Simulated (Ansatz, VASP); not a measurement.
**Two plane-wave programs on Ga2C**

```
CELL_PARAMETERS angstrom
4.33022 0.00000 0.00000
-2.16511 3.75008 0.00000
0.00000 0.00000 2.84331
ATOMIC_POSITIONS crystal
Ga 0.33333 0.66667 0.50000
Ga 0.66667 0.33333 0.50000
C 0.00000 0.00000 0.00000
```

Alike in both runs: functional PBE; k mesh 6 × 6 × 6; occupations gaussian, width 0.1 eV; no spin polarisation.

Ansatz relaxed the structure, and its values are those at the end. VASP's run is a single point on that final structure, the one shown.

```csv
,VASP,Ansatz
version,VASP 6.6.1,Ansatz 0.2.0
potentials or method,"VASP PAW PBE potentials, release 64 (Ga_d, C), cutoff 520 eV","scalar-relativistic, plane waves, PAW"
valence electrons in the cell,30,30
```

```tsv
	VASP	Ansatz	Ansatz less VASP
gap on the k mesh at the Fermi level (eV)	none	none	-
pressure (GPa)	0.0	-0.2	-0.10
```

A gap of «none» marks a metal or a gap that the smearing closes.

The k mesh is coarse, so the values compare programs but aren't converged.
